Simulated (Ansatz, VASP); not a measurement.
Rb2Ge3: VASP beside Ansatz

INCAR

```
SYSTEM = Rb2Ge3
  ALGO = Normal
  EDIFF = 1E-6
  EDIFFG = -0.01
  ENCUT = 600
  GGA = PE
  IBRION = 2
  ISIF = 3
  ISMEAR = 0
  LASPH = .TRUE.
  LCHARG = .FALSE.
  LREAL = .FALSE.
  LWAVE = .FALSE.
  NELM = 100
  NSW = 100
  PREC = Accurate
  SIGMA = 0.1
```

Contents of KPOINTS:

```
k-points
0
G
  6 6 6
  0 0 0
```

The input POSCAR:

```
Rb2Ge3
1.0
   -4.3822333871      4.3822333871      4.3822333871
    4.3822333871     -4.3822333871      4.3822333871
    4.3822333871      4.3822333871     -4.3822333871
Rb Ge
4 6
Direct
    0.0000000000      0.2500000000      0.5000000000
    0.2500000000      0.2500000000      0.2500000000
    0.2500000000      0.5000000000      0.0000000000
    0.5000000000      0.0000000000      0.2500000000
    0.6250000000      0.2500000000      0.8750000000
    0.8750000000      0.6250000000      0.2500000000
    0.7500000000      0.6250000000      0.8750000000
    0.2500000000      0.8750000000      0.6250000000
    0.8750000000      0.7500000000      0.6250000000
    0.6250000000      0.8750000000      0.7500000000
```

Input for Ansatz:

```yaml
crystal:
  lattice:
    - [-4.3822333871, 4.3822333871, 4.3822333871]
    - [4.3822333871, -4.3822333871, 4.3822333871]
    - [4.3822333871, 4.3822333871, -4.3822333871]
  atoms:
    - { symbol: Rb, position: [0.0, 0.25, 0.5] }
    - { symbol: Rb, position: [0.25, 0.25, 0.25] }
    - { symbol: Rb, position: [0.25, 0.5, 0.0] }
    - { symbol: Rb, position: [0.5, 0.0, 0.25] }
    - { symbol: Ge, position: [0.625, 0.25, 0.875] }
    - { symbol: Ge, position: [0.875, 0.625, 0.25] }
    - { symbol: Ge, position: [0.75, 0.625, 0.875] }
    - { symbol: Ge, position: [0.25, 0.875, 0.625] }
    - { symbol: Ge, position: [0.875, 0.75, 0.625] }
    - { symbol: Ge, position: [0.625, 0.875, 0.75] }
basis:
  ecutwfc: 420
kpoints:
  mp_grid: { grid: [6, 6, 6] }
hamiltonian:
  xc: pbe
scf:
  occupations: { method: gaussian, width: 0.1 }
output:
  forces: true
  stress: true
  eigenvalues: true
  write_density: true
  write_potential: true
  elf: true
  volumetric_format: npy
relax:
  adjacent_minimum: "off"
  f_tol: 0.01
  max_steps: 80
  cell: { stress_tol: 0.05 }
```

Alike in both runs: task relaxation of cell and atoms; functional PBE; k mesh 6 × 6 × 6; occupations gaussian, width 0.1 eV; no spin polarisation.

|  | VASP | Ansatz |
| --- | --- | --- |
| version | VASP 6.6.1 | Ansatz 0.2.0 |
| potentials or method | VASP PAW PBE potentials, release 64 (Rb_sv, Ge_d), cutoff 600 eV | scalar-relativistic, plane waves, PAW |
| valence electrons in the cell | 120 | 120 |

|  | VASP | Ansatz | Ansatz less VASP |
| --- | --- | --- | --- |
| gap on the k mesh at the Fermi level, each at its own relaxed structure (eV) | none | none | - |
| relaxed volume (Å³/atom) | 33.79 | 33.74 | -0.051 |
| relaxed cell length with the largest relative difference (Å) | 7.600 | 7.596 | -0.0038 |

A gap of «none» marks a metal or a gap that the smearing closes.
